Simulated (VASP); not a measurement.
Al, 2 atoms in the cell. The structure is hexagonal, space group P6_3/mmc (No. 194). The conventional cell has a = 2.794 Å, b = 2.794 Å, c = 4.661 Å, α = 90.00°, β = 90.00°, γ = 120.00°. Within 3.7 Å of Al (site symmetry -6m2) lie 12 Al at 2.79 to 2.83 Å. This isn't the form of Al at room conditions, which is fcc.

```yaml
Program: VASP 6.6.1
Task: relaxation of cell and atoms
Functional: PBE
Dispersion: D3(BJ)
Potentials_or_basis: VASP PAW PBE potentials, release 64 (Al)
Cutoff: 600 eV
k_mesh: 18 × 18 × 10
Occupations: gaussian, width 0.1 eV
Spin: no spin polarisation
Target_pressure: 1 GPa
Dipole_correction: no
Further_INCAR_settings: ALGO = Fast; EDIFF = 1e-06; IBRION = 2; EDIFFG = -0.008; NSW = 70; ISIF = 3
```

Potentials or basis: VASP PAW PBE potentials, release 64 (Al).

Run with:

```sh
$ cat potpaw_PBE.64/Al/POTCAR > POTCAR
$ mpirun -np 1 vasp_std > vasp.out
```

Hardware: 1 thread of Intel(R) Xeon(R) Platinum 8175M CPU @ 2.50GHz (Skylake/Cascade Lake), with other jobs on the host.

Q: Estimate the wall time of this run.

A: Run time: 64 s on 1 thread of Intel(R) Xeon(R) Platinum 8175M CPU @ 2.50GHz (Skylake/Cascade Lake), on a shared host, peak memory 0.2 GiB. Counts: scf iterations 14, k points 222, ion steps 2.
